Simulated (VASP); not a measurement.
Wanted: the native input for a VASP 6.6.1 run.

| Property | Result |
| --- | --- |
| Task | single point |
| Functional | PBEsol |
| Potentials or basis | VASP PAW PBE potentials, release 64 (Zn, O) |
| Cutoff | 520 eV |
| k mesh | 9 × 9 × 4 |
| Occupations | fermi-dirac, width 0.05 eV |
| Spin | no spin polarisation |
| Dipole correction | no |
| Further INCAR settings | ALGO = Normal; EDIFF = 1e-06; NBANDS = 26 |

The structure of ZnO lies in POSCAR:

```
ZnO
1.0
    3.2208469546      0.0000000000      0.0000000000
   -1.6104234772      2.7893352843      0.0000000000
    0.0000000000      0.0000000000      6.9848812955
Zn O
2 2
Direct
    0.0000000000      0.0000000000      0.2500000000
    0.0000000000      0.0000000000      0.7500000000
    0.6666666667      0.3333333333      0.7500000000
    0.3333333333      0.6666666667      0.2500000000
```

These files were run (other wordings do the same):

INCAR

```
SYSTEM = ZnO
PREC = Accurate
ENCUT = 520
EDIFF = 1E-6
ISMEAR = -1
SIGMA = 0.05
LREAL = .FALSE.
LASPH = .TRUE.
NELM = 80
ALGO = Normal
ISIF = 2
LWAVE = .FALSE.
LCHARG = .FALSE.
GGA = PS
NBANDS = 26
```

KPOINTS

```
regular mesh
0
G
  9 9 4
  0 0 0
```

Potentials or basis: VASP PAW PBE potentials, release 64 (Zn, O).

Launch:

```sh
$ cat potpaw_PBE.64/Zn/POTCAR potpaw_PBE.64/O/POTCAR > POTCAR
$ mpirun -np 1 vasp_std > vasp.out
```

It gave:

```
Pressure               : 2.1 GPa
Band gap on the k mesh : 0.74 eV
```

Caveat: the PAW data sets were made with another functional, which shifts forces and pressure a little; an odd mesh through Γ misses points on the zone boundary, where band edges can lie.

Run time: 85 s on 1 thread of Intel Xeon 8259CL, on a shared host, peak memory 0.2 GiB.
